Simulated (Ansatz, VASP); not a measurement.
**Sn: VASP beside Ansatz**

File INCAR:

```
  PREC = Accurate
  ENCUT = 520
  EDIFF = 1E-6
  ISMEAR = 0
  SIGMA = 0.05
  LREAL = F
  LASPH = T
  NELM = 100
  ALGO = Fast
  ISIF = 2
  LWAVE = F
  LCHARG = T
  GGA = PE
  LELF = T
  LVHAR = T
  NBANDS = 13
```

The input KPOINTS:

```
Automatic mesh
0
Gamma
  14 14 14
```

The input POSCAR:

```
Sn
1.0
   -1.7265390000      1.7755470000      2.3383420000
    1.7265390000     -1.7755470000      2.3383420000
    1.7265390000      1.7755470000     -2.3383420000
Sn
1
Direct
    0.0000000000      0.0000000000      0.0000000000
```

Input for Ansatz:

```yaml
crystal:
  lattice:
    - [-1.726539, 1.775547, 2.338342]
    - [1.726539, -1.775547, 2.338342]
    - [1.726539, 1.775547, -2.338342]
  atoms:
    - { symbol: Sn, position: [0.0, 0.0, 0.0] }
basis:
  ecutwfc: 420
  fft_grid_basis: typed
kpoints:
  mp_grid: { grid: [14, 14, 14] }
hamiltonian:
  xc: pbe
scf:
  occupations: { method: gaussian, width: 0.05 }
output:
  forces: true
  stress: true
  eigenvalues: true
  bader: true
  write_density: true
  volumetric_format: npy
  elf: true
```

Alike in both runs: task single point; functional PBE; k mesh 14 × 14 × 14; occupations gaussian, width 0.05 eV; no spin polarisation.

|  | VASP | Ansatz |
| --- | --- | --- |
| version | VASP 6.6.1 | Ansatz 0.2.0 |
| potentials or method | VASP PAW PBE potentials, release 64 (Sn_d), cutoff 520 eV | scalar-relativistic, plane waves, PAW |
| valence electrons in the cell | 14 | 14 |

```tsv
	VASP	Ansatz	Ansatz less VASP
gap on the k mesh at the Fermi level (eV)	none	none	-
pressure (GPa)	-0.9	-0.9	0.00
traceless stress, the component that is largest in VASP (GPa)	-0.39	-0.39	0.000
```

A gap of «none» marks a metal or a gap that the smearing closes.
